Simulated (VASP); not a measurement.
ZnS:

```
CELL_PARAMETERS angstrom
3.81100 0.00000 0.00000
-1.90550 3.30042 0.00000
0.00000 0.00000 6.23400
ATOMIC_POSITIONS crystal
Zn 0.66667 0.33333 0.50000
Zn 0.33333 0.66667 0.00000
S 0.66667 0.33333 0.88500
S 0.33333 0.66667 0.38500
```

Base run:

| Quantity | Value |
| --- | --- |
| Program | VASP 6.6.1 |
| Functional | PBE0 |
| Potentials or basis | VASP PAW PBE potentials, release 64 (Zn, S) |
| Cutoff | 520 eV |
| k mesh | 6 × 6 × 4 |
| Occupations | gaussian, width 0.02 eV |
| Spin | no spin polarisation |

Its results: band gap on the k mesh 4.12 eV; pressure 1.5 GPa; largest force 0.328 eV/Å.

The run is repeated on the same cell with these changes: functional from PBE0 to HSE03. What comes out?

Band gap on the k mesh 3.25 eV; pressure 1.9 GPa; largest force 0.328 eV/Å.

Caveats: the PAW data sets were made with another functional, which shifts forces and pressure a little.
